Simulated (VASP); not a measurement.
# WC: relaxation of cell and atoms with LDA

WC:

```xyz
2
Lattice="2.9065 0.0000 0.0000 -1.4532 2.5171 0.0000 0.0000 0.0000 2.8366" Properties=species:S:1:pos:R:3 pbc="T T T"
W     0.0000    0.0000    0.0000
C     1.4533    0.8390    1.4183
```

- Program: VASP 6.6.1
- Task: relaxation of cell and atoms
- Functional: LDA
- Potentials or basis: VASP PAW LDA potentials, release 64 (W_sv, C)
- Cutoff: 600 eV
- k mesh: 16 × 16 × 14
- Occupations: fermi-dirac, width 0.05 eV
- Spin: no spin polarisation
- Dipole correction: no
- Further INCAR settings: ALGO = Normal; EDIFF = 1e-07; IBRION = 2; EDIFFG = -0.002; NSW = 100; ISIF = 3

| Quantity | Value |
| --- | --- |
| Relaxed volume | 10.19 Å³/atom |
| Relaxed cell | a = 2.889 Å, b = 2.889 Å, c = 2.818 Å, α = 90.00°, β = 90.00°, γ = 120.00° |
| Space group after relaxing (to 0.1 Å) | P-6m2 (No. 187) |
| Energy gained by relaxing | 4.5 meV/atom |
| Ionic steps | 16 |
| Pressure after relaxing | 0.0 GPa |
| Band gap on the k mesh | zero (bands 9 and 10 overlap by 1.27 eV) |

The path:
```csv
step,energy change (eV),largest force (eV/Å),pressure (GPa),volume (Å³)
1,0.0000,0.0000,-7.50,20.75
2,0.0713,0.0000,25.25,19.33
3,-0.0090,0.0000,-0.20,20.39
4,-0.0090,0.0000,-0.04,20.38
5,-0.0090,0.0000,0.11,20.37
6,-0.0090,0.0000,-0.32,20.39
7,-0.0090,0.0000,-0.07,20.38
8,-0.0090,0.0000,-0.07,20.38
9,-0.0090,0.0000,-0.06,20.38
10,-0.0090,0.0000,0.10,20.37
11,-0.0090,0.0000,0.02,20.37
12,-0.0090,0.0000,0.02,20.38
13,-0.0090,0.0000,-0.02,20.38
14,-0.0090,0.0000,0.00,20.38
15,-0.0090,0.0000,0.00,20.38
16,-0.0090,0.0000,0.00,20.38
```

Final structure:
```yaml
crystal:
  lattice:
    - [2.88941, 0.00000, 0.00000]
    - [-1.44470, 2.50230, 0.00000]
    - [0.00000, 0.00000, 2.81813]
  atoms:
    - { symbol: W, position: [0.00000, 0.00000, 0.00000] }
    - { symbol: C, position: [0.66667, 0.33333, 0.50000] }
```

Levels at points of the mesh, in eV from the Fermi level:
| k point | band 5 | band 6 | band 7 | band 8 | band 9 | band 10 | band 11 | band 12 | band 13 |
| --- | --- | --- | --- | --- | --- | --- | --- | --- | --- |
| (0.00, 0.00, 0.00) | -14.41 | -4.42 | -3.41 | -3.41 | 0.14 | 3.28 | 3.28 | 5.72 | 5.72 |
| (0.50, 0.00, 0.00) | -10.99 | -7.03 | -3.69 | -3.65 | -0.43 | 2.36 | 4.61 | 4.99 | 6.94 |
| (0.00, 0.00, 0.50) | -10.20 | -8.71 | -2.07 | -2.07 | -0.63 | -0.63 | 3.75 | 4.55 | 4.55 |
| (0.50, 0.00, 0.50) | -11.26 | -6.54 | -4.41 | -4.14 | 0.40 | 4.52 | 5.44 | 6.86 | 9.34 |

It took 4.7 min on 1 thread of AMD EPYC 7R13 (shared host), peak memory 0.19 GiB.

Caveat: spin-orbit coupling is left out, which moves the levels of the heavy elements. LDA usually gives volumes a few per cent too small.
